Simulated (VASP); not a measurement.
# CsBa3 (Pm-3m) in VASP: notebook

CsBa3 is run at these levels: PBE; tasks: single point, relaxation of cell and atoms.

All numbers are computed with VASP 6.6.1; they aren't measurements. Logs are shortened: lines on timing, memory, paths and dates and some standing lists are left out, and cuts for length are marked.

## Step 1: The cell of the first run

Symmetry: Pm-3m, No. 221, cubic system. Conventional cell: a = 6.608 Å, b = 6.608 Å, c = 6.608 Å, α = 90.00°, β = 90.00°, γ = 90.00°.

## Step 2: Single point, PBE

INCAR

```
PREC = Accurate
ENCUT = 520
EDIFF = 1E-6
ISMEAR = 0
SIGMA = 0.05
LREAL = False
LASPH = True
NELM = 60
ALGO = Normal
ISIF = 2
LWAVE = False
LCHARG = False
GGA = PE
NBANDS = 28
```

KPOINTS

```
Automatic mesh
0
Gamma
  7 7 7
```

POSCAR

```
CsBa3
1.0
    6.6083865018      0.0000000000      0.0000000000
    0.0000000000      6.6083865018      0.0000000000
    0.0000000000      0.0000000000      6.6083865018
Cs Ba
1 3
Direct
    0.0000000000      0.0000000000      0.0000000000
    0.0000000000      0.5000000000      0.5000000000
    0.5000000000      0.0000000000      0.5000000000
    0.5000000000      0.5000000000      0.0000000000
```

Potentials or basis: VASP PAW PBE potentials, release 64 (Cs_sv, Ba_sv).

Started as:

```sh
cat potpaw_PBE.64/Cs_sv/POTCAR potpaw_PBE.64/Ba_sv/POTCAR > POTCAR
mpirun -np 1 vasp_std > vasp.out
```

OUTCAR:

```text
PREC = Accurate
   ENCUT = 520
   EDIFF = 1E-6
   ISMEAR = 0
   LREAL = False
   LASPH = True
   NELM = 60
   ISIF = 2
   GGA = PE

 ion  position               nearest neighbor table
   1  0.000  0.000  0.000-
   2  0.000  0.500  0.500-   3 4.67   4 4.67   4 4.67   3 4.67   3 4.67   4 4.67   4 4.67   3 4.67

   3  0.500  0.000  0.500-   2 4.67   4 4.67   4 4.67   2 4.67   4 4.67   4 4.67   2 4.67   2 4.67

   4  0.500  0.500  0.000-   2 4.67   3 4.67   2 4.67   3 4.67   3 4.67   3 4.67   2 4.67   2 4.67

  LATTYP: Found a simple cubic cell.
 ALAT       =     6.6083865018

  Lattice vectors:

 A1 = (   6.6083865018,   0.0000000000,   0.0000000000)
 A2 = (   0.0000000000,   6.6083865018,   0.0000000000)
 A3 = (   0.0000000000,   0.0000000000,   6.6083865018)

Analysis of symmetry for initial positions (statically):
=====================================================================
 Subroutine PRICEL returns:
 Original cell was already a primitive cell.

 Routine SETGRP: Setting up the symmetry group for a
 simple cubic supercell.

 Subroutine GETGRP returns: Found 48 space group operations
 (whereof 48 operations were pure point group operations)
 out of a pool of 48 trial point group operations.

The static configuration has the point symmetry O_h .

Analysis of symmetry for dynamics (positions and initial velocities):
=====================================================================
 Subroutine PRICEL returns:
 Original cell was already a primitive cell.

 Routine SETGRP: Setting up the symmetry group for a
 simple cubic supercell.

 Subroutine GETGRP returns: Found 48 space group operations
 (whereof 48 operations were pure point group operations)
 out of a pool of 48 trial point group operations.

The dynamic configuration has the point symmetry O_h .

 Subroutine INISYM returns: Found 48 space group operations
 (whereof 48 operations are pure point group operations),
 and found     1 'primitive' translations

----------------------------------------------------------------------------------------

                                     Primitive cell

  volume of cell :     288.5933

  direct lattice vectors                    reciprocal lattice vectors
     6.608386502  0.000000000  0.000000000     0.151322868  0.000000000  0.000000000
     0.000000000  6.608386502  0.000000000     0.000000000  0.151322868  0.000000000
     0.000000000  0.000000000  6.608386502     0.000000000  0.000000000  0.151322868

  length of vectors
     6.608386502  6.608386502  6.608386502     0.151322868  0.151322868  0.151322868

  position of ions in fractional coordinates (direct lattice)
     0.000000000  0.000000000  0.000000000
     0.000000000  0.500000000  0.500000000
     0.500000000  0.000000000  0.500000000
     0.500000000  0.500000000  0.000000000

  ion indices of the primitive-cell ions
   primitive index   ion index
                 1           1
                 2           2
                 3           3
                 4           4

----------------------------------------------------------------------------------------

 KPOINTS: Automatic mesh

Automatic generation of k-mesh.
 Grid dimensions read from file:
 generate k-points for:    7    7    7

 Generating k-lattice:

  Cartesian coordinates                     Fractional coordinates (reciprocal lattice)
     0.021617553  0.000000000  0.000000000     0.142857143  0.000000000  0.000000000
     0.000000000  0.021617553  0.000000000     0.000000000  0.142857143  0.000000000
     0.000000000  0.000000000  0.021617553     0.000000000  0.000000000  0.142857143

  Length of vectors
     0.021617553  0.021617553  0.021617553

  Shift w.r.t. Gamma in fractional coordinates (k-lattice)
     0.000000000  0.000000000  0.000000000

 Subroutine IBZKPT returns following result:
 ===========================================

 Found     20 irreducible k-points:

 Following reciprocal coordinates:
            Coordinates               Weight
  0.000000  0.000000  0.000000      1.000000
  0.142857  0.000000  0.000000      6.000000
  0.285714  0.000000  0.000000      6.000000
  0.428571  0.000000  0.000000      6.000000
  0.142857  0.142857  0.000000     12.000000
  0.285714  0.142857  0.000000     24.000000
[... 12 lines left out ...]
  0.428571  0.428571  0.285714     24.000000
  0.428571  0.428571  0.428571      8.000000
   k-points           NKPTS =     20   k-points in BZ     NKDIM =     20   number of bands    NBANDS=     28
   number of dos      NEDOS =    301   number of ions     NIONS =      4
   total plane-waves  NPLWV = 125000
   dimension x,y,z NGX =    50 NGY =   50 NGZ =   50
   dimension x,y,z NGXF=   100 NGYF=  100 NGZF=  100
   ions per type =               1   3
   NGX,Y,Z   is equivalent  to a cutoff of  12.58, 12.58, 12.58 a.u.
   NGXF,Y,Z  is equivalent  to a cutoff of  25.16, 25.16, 25.16 a.u.
 SYSTEM =  unknown system
   PREC   = accura    normal or accurate (medium, high low for compatibility)
   ISTART =      0    job   : 0-new  1-cont  2-samecut
   ICHARG =      2    charge: 1-file 2-atom 10-const
   ISPIN  =      1    spin polarized calculation?
   LNONCOLLINEAR =      F non collinear calculations
   LSORBIT =      F    spin-orbit coupling
   LASPH  =      T    aspherical Exc in radial PAW
   ENCUT  =  520.0 eV  38.22 Ry    6.18 a.u.  12.29 12.29 12.29*2*pi/ulx,y,z
   NELM   =     60;   NELMIN=  2; NELMDL= -5     # of ELM steps
   EDIFF  = 0.1E-05   stopping-criterion for ELM
   LREAL  =      F    real-space projection
   EDIFFG = 0.1E-04   stopping-criterion for IOM
   NSW    =      0    number of steps for IOM
   IBRION =     -1    ionic relax: 0-MD 1-quasi-New 2-CG
   NFREE  =      0    steps in history (QN), initial steepest desc. (CG)
   ISIF   =      2    stress and relaxation
   ISYM   =      2    0-nonsym 1-usesym 2-fastsym
   POTIM  = 0.5000    time-step for ionic-motion
   TEBEG  =    0.0;   TEEND  =   0.0 temperature during run
   PSTRESS=    0.0 pullay stress
   NELECT =      39.0000    total number of electrons
   NUPDOWN=      -1.0000    fix difference up-down
   EMIN   =  10.00;   EMAX   =-10.00  energy-range for DOS
   EFERMI =   0.00;   METHOD = LEGACY
   ISMEAR =     0;   SIGMA  =   0.05  broadening in eV -4-tet -1-fermi 0-gaus
   EFERMI_NEDOS =   21; number of points for ismear=-14 and -15
   IALGO  =     38    algorithm
   IMIX   =      4    mixing-type and parameters
     AMIX     =   0.40;   BMIX     =  1.00
     AMIX_MAG =   1.60;   BMIX_MAG =  1.00
  volume/ion in A,a.u.               =      72.15       486.88
  Fermi-wavevector in a.u.,A,eV,Ry     =   0.840106  1.587571  9.602702  0.705779
  Thomas-Fermi vector in A             =   1.954434
   LORBIT       =      0    0 simple, 1 ext, 2 COOP (PROOUT), +10 PAW based schemes
   GGA     = PE    functional components
   LHFCALC =     F    Hartree Fock is set to
   AEXX    =    0.0000 exact exchange contribution
   IVDW    =     0    specifies the selected vdW correction
   LEPSILON=     F    determine dielectric tensor
   LRPA    =     F    only Hartree local field effects (RPA)
 non-spin polarized calculation
 Gauss-broadening in eV      SIGMA  =   0.05
  energy-cutoff  :      520.00
  volume of cell :      288.59
 maximum number of plane-waves:      7809
 NGX is ok and might be reduce to    50
   NGX = 25   NGY = 25   NGZ = 25

 number of electron      38.9999992 magnetization

 Free energy of the ion-electron system (eV)
  ---------------------------------------------------
  ext. energy  EPLUGINS =         0.00000000
  ---------------------------------------------------
  free energy    TOTEN  =        -5.96513324 eV

  energy without entropy =       -5.95931156  energy(sigma->0) =       -5.96222240

 E-fermi :   1.3654     XC(G=0):  -6.9369

 val. band max:        1.3250534414   @ k =   0.2857   0.2857   0.1429
 cond. band min:       1.3673951406   @ k =   0.4286   0.1429   0.0000
 fundamental gap:      0.0423416993
 Fermi energy:         1.3654458602

 k-point     1 :       0.0000    0.0000    0.0000
  band No.  band energies     occupation
      1     -27.9729      2.00000
      2     -27.9516      2.00000
      3     -27.9516      2.00000
      4     -21.5240      2.00000
      5     -13.2128      2.00000
      6     -13.2128      2.00000
[... 20 lines left out ...]
     27       3.1924      0.00000
     28       3.1924      0.00000

 k-point     2 :       0.1429    0.0000    0.0000
  band No.  band energies     occupation
      1     -27.9720      2.00000
      2     -27.9525      2.00000
      3     -27.9516      2.00000
      4     -21.5240      2.00000
      5     -13.2072      2.00000
      6     -13.2072      2.00000
[... 20 lines left out ...]
     27       3.0566      0.00000
     28       3.2729      0.00000

 k-point     3 :       0.2857    0.0000    0.0000
  band No.  band energies     occupation
      1     -27.9694      2.00000
      2     -27.9550      2.00000
      3     -27.9516      2.00000
      4     -21.5240      2.00000
      5     -13.1928      2.00000
      6     -13.1928      2.00000
[... 20 lines left out ...]
     27       2.7436      0.00000
     28       3.4288      0.00000

 k-point     4 :       0.4286    0.0000    0.0000
  band No.  band energies     occupation
      1     -27.9664      2.00000
      2     -27.9580      2.00000
      3     -27.9516      2.00000
      4     -21.5241      2.00000
      5     -13.1775      2.00000
      6     -13.1775      2.00000
[... 20 lines left out ...]
     27       2.7371      0.00000
     28       3.1719      0.00000

 k-point     5 :       0.1429    0.1429    0.0000
  band No.  band energies     occupation
      1     -27.9711      2.00000
      2     -27.9529      2.00000
      3     -27.9521      2.00000
      4     -21.5240      2.00000
      5     -13.2093      2.00000
      6     -13.2017      2.00000
[... 20 lines left out ...]
     27       3.0304      0.00000
     28       3.3031      0.00000

 k-point     6 :       0.2857    0.1429    0.0000
  band No.  band energies     occupation
      1     -27.9686      2.00000
      2     -27.9552      2.00000
      3     -27.9523      2.00000
      4     -21.5240      2.00000
      5     -13.1999      2.00000
      6     -13.1871      2.00000
[... 339 lines left out ...]
      5     -13.2217      2.00000
      6     -13.1789      2.00000
[... 20 lines left out ...]
     27       2.8326      0.00000
     28       3.2999      0.00000

 k-point    18 :       0.4286    0.2857    0.2857
  band No.  band energies     occupation
      1     -27.9620      2.00000
      2     -27.9581      2.00000
      3     -27.9559      2.00000
      4     -21.5239      2.00000
      5     -13.2198      2.00000
      6     -13.1908      2.00000
[... 20 lines left out ...]
     27       2.8424      0.00000
     28       3.1135      0.00000

 k-point    19 :       0.4286    0.4286    0.2857
  band No.  band energies     occupation
      1     -27.9602      2.00000
      2     -27.9583      2.00000
      3     -27.9574      2.00000
      4     -21.5238      2.00000
      5     -13.2269      2.00000
      6     -13.2066      2.00000
[... 20 lines left out ...]
     27       2.8844      0.00000
     28       2.9160      0.00000

 k-point    20 :       0.4286    0.4286    0.4286
  band No.  band energies     occupation
      1     -27.9593      2.00000
      2     -27.9583      2.00000
      3     -27.9583      2.00000
      4     -21.5238      2.00000
      5     -13.2441      2.00000
      6     -13.2080      2.00000
[... 20 lines left out ...]
     27       2.7658      0.00000
     28       3.0678      0.00000

------------------------ aborting loop because EDIFF is reached ----------------------------------------

  FORCE on cell =-STRESS in cart. coord.  units (eV):
  Direction    XX          YY          ZZ          XY          YZ          ZX
  --------------------------------------------------------------------------------------
  -------------------------------------------------------------------------------------
  Total        0.0946033      0.0946033      0.0946033      0.0000000     -0.0000000      0.0000000
  in kB        0.5252070      0.5252070      0.5252070      0.0000000     -0.0000000      0.0000000
  external PRESSURE =       0.5252070 kB  Pullay stress =       0.0000000 kB

 VOLUME and BASIS-vectors are now :
 -----------------------------------------------------------------------------
  energy-cutoff  :      520.00
  volume of cell :      288.59
      direct lattice vectors                 reciprocal lattice vectors
     6.608386502  0.000000000  0.000000000     0.151322868  0.000000000  0.000000000
     0.000000000  6.608386502  0.000000000     0.000000000  0.151322868  0.000000000
     0.000000000  0.000000000  6.608386502     0.000000000  0.000000000  0.151322868

 POSITION                                       TOTAL-FORCE (eV/Angst)
 -----------------------------------------------------------------------------------
      0.00000      0.00000      0.00000         0.000000      0.000000      0.000000
      0.00000      3.30419      3.30419         0.000000      0.000000      0.000000
      3.30419      0.00000      3.30419         0.000000      0.000000      0.000000
      3.30419      3.30419      0.00000         0.000000      0.000000      0.000000
 -----------------------------------------------------------------------------------
    total drift:                                0.000000     -0.000000      0.000000

  FREE ENERGIE OF THE ION-ELECTRON SYSTEM (eV)
  ---------------------------------------------------
  free  energy   TOTEN  =        -5.9651332385 eV

  energy  without entropy=       -5.9593115592  energy(sigma->0) =       -5.96222240
```

Run time: 57 s. Hardware: 1 thread of Intel Xeon 6975P-C (Granite Rapids), shared host; peak memory 0.42 GiB.

What came out:

| Item | Value |
| --- | --- |
| Free energy | -5.9651 eV |
| Pressure | 0.1 GPa |

Levels at points of the mesh, in eV from the Fermi level:
```tsv
k point	band 18	band 19	band 20	band 21	band 22	band 23
(0.00, 0.00, 0.00)	-0.61	-0.56	-0.56	0.03	0.03	0.03
```

Caveat: spin-orbit coupling is left out, which moves the levels of the heavy elements.

(Continued in part 2 of 2.)
